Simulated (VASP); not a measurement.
Input of a VASP 6.6.1 run:

Contents of INCAR:

```
SYSTEM = Sn
ALGO = Normal ; EDIFF = 1E-6
ENCUT = 520 ; GGA = RE
ISIF = 2 ; ISMEAR = -1
LASPH = .TRUE. ; LCHARG = .FALSE.
LREAL = .FALSE. ; LWAVE = .FALSE.
NBANDS = 13 ; NELM = 60
PREC = Accurate ; SIGMA = 0.1
```

KPOINTS

```
k-points
0
G
  19 19 19
  0 0 0
```

The input POSCAR:

```
Sn
1.0
   -1.9170397108      1.9170397108      1.9170397108
    1.9170397108     -1.9170397108      1.9170397108
    1.9170397108      1.9170397108     -1.9170397108
Sn
1
Direct
    0.0000000000      0.0000000000      0.0000000000
```

Potentials or basis: VASP PAW PBE potentials, release 64 (Sn_d).

The run is started by

```sh
$ cat potpaw_PBE.64/Sn_d/POTCAR > POTCAR
$ mpirun -np 1 vasp_std > vasp.out
```

(1) Estimate the pressure.

(2) Estimate the band gap on the k mesh.

Answers

(1) 0.1 GPa.

(2) zero (band 7 reaches 15.43 eV, above the bottom of band 8 at 5.45 eV).

Caveat: the PAW data sets were made with another functional, which shifts forces and pressure a little; spin-orbit coupling is left out, which moves the levels of the heavy elements.
